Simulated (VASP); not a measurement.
Here is a VASP 6.6.1 calculation.

File INCAR:

```
SYSTEM = Si
PREC     = Accurate       ! precision mode
ENCUT    = 520            ! plane-wave cutoff, eV
EDIFF    = 1E-6           ! SCF threshold, eV
ISMEAR   = -1             ! smearing method
SIGMA    = 0.02           ! smearing width, eV
LREAL    = .FALSE.        ! projectors in reciprocal space
LASPH    = .TRUE.         ! aspherical terms in the spheres
NELM     = 80             ! most SCF steps
ALGO     = Normal         ! electronic algorithm
ISIF     = 2              ! what is computed and relaxed
LWAVE    = .FALSE.        ! write WAVECAR
LCHARG   = .FALSE.        ! write CHGCAR
LDIPOL   = .TRUE.       
IDIPOL   = 3            
DIPOL    = 0.5 0.5 0.500
GGA      = PE             ! functional
NBANDS   = 16             ! bands
```

File KPOINTS:

```
Automatic mesh
0
G
  7 7 1
  0 0 0
```

The input POSCAR:

```
Si
1.0
    3.8685410222      0.0000000000      0.0000000000
    0.0000000000      3.8685410222      0.0000000000
    0.0000000000      0.0000000000     20.1032000000
Si
4
Direct
    0.0000000000      0.2500000000      0.3982242681
    0.5000000000      0.2500000000      0.4649941553
    0.5000000000      0.7500000000      0.5350058445
    0.0000000000      0.7500000000      0.6017757321
```

Potentials or basis: VASP PAW PBE potentials, release 64 (Si).

Run with:

```console
$ cat potpaw_PBE.64/Si/POTCAR > POTCAR
$ mpirun -np 1 vasp_std > vasp.out
```

Predict the band gap on the k mesh.

zero (band 8 reaches -1.89 eV, above the bottom of band 9 at -2.56 eV).

Estimate the largest force.

0.004 eV/Å.

Forces in eV/Å, atoms in the order of the input:
```
Si   0.000  0.000  0.001
Si   0.000  0.000  0.004
Si   0.000  0.000 -0.004
Si   0.000  0.000 -0.001
```
